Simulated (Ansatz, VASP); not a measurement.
## ZrSi2: VASP beside Ansatz

File INCAR:

```
SYSTEM = ZrSi2
PREC = Accurate
ENCUT = 520
EDIFF = 1E-7
ISMEAR = -4
SIGMA = 0.1
LREAL = .False.
LASPH = .True.
NELM = 60
ALGO = Normal
ISIF = 2
LWAVE = .False.
LCHARG = .False.
GGA = PE
NBANDS = 29
```

File KPOINTS:

```
Automatic mesh
0
Gamma
  6 6 6
  0 0 0
```

Contents of POSCAR:

```
ZrSi2
1.0
    1.8581510001     -7.3459593984      0.0000000000
    1.8581510001      7.3459593984      0.0000000000
    0.0000000000      0.0000000000      3.6725538926
Zr Si
2 4
Direct
    0.6046286350      0.3953713650      0.2500000000
    0.3953713650      0.6046286350      0.7500000000
    0.9462977221      0.0537022779      0.2500000000
    0.0537022779      0.9462977221      0.7500000000
    0.2499904891      0.7500095109      0.2500000000
    0.7500095109      0.2499904891      0.7500000000
```

Input for Ansatz:

```yaml
crystal:
  lattice:
    - [1.85815100014, -7.34595939836, 0.0]
    - [1.85815100014, 7.34595939836, 0.0]
    - [0.0, 0.0, 3.672553892648]
  atoms:
    - { symbol: Zr, position: [0.6046286350477, 0.3953713649523, 0.25] }
    - { symbol: Zr, position: [0.3953713649523, 0.6046286350477, 0.75] }
    - { symbol: Si, position: [0.946297722054, 0.05370227794598, 0.25] }
    - { symbol: Si, position: [0.05370227794598, 0.946297722054, 0.75] }
    - { symbol: Si, position: [0.2499904891494, 0.7500095108506, 0.25] }
    - { symbol: Si, position: [0.7500095108506, 0.2499904891494, 0.75] }
basis:
  ecutwfc: 420
  ecutrho_ratio: 4
kpoints:
  mp_grid: { grid: [6, 6, 6] }
hamiltonian:
  xc: pbe
scf:
  occupations: { method: tetrahedron_uncorrected }
output:
  forces: true
  stress: true
  write_density: true
  write_potential: true
  elf: true
  volumetric_format: npy
```

Alike in both runs: task single point; functional PBE; k mesh 6 × 6 × 6; no spin polarisation.

```csv
,VASP,Ansatz
version,VASP 6.6.1,Ansatz 0.2.0
potentials or method,"VASP PAW PBE potentials, release 64 (Zr_sv, Si), cutoff 520 eV","scalar-relativistic, plane waves, PAW"
occupations,tetrahedron,tetrahedron-uncorrected
valence electrons in the cell,40,40
```

|  | VASP | Ansatz | Ansatz less VASP |
| --- | --- | --- | --- |
| gap on the k mesh at the Fermi level (eV) | none | none | - |
| pressure (GPa) | 0.8 | 0.7 | -0.02 |
| rms of the force components (eV/Å) | 0.028 | 0.026 | -0.0023 |

Atom by atom the forces differ by 0.003 eV/Å (rms over components). A gap of «none» marks a metal or a gap that the smearing closes. Ansatz's warnings: band table not solved further.
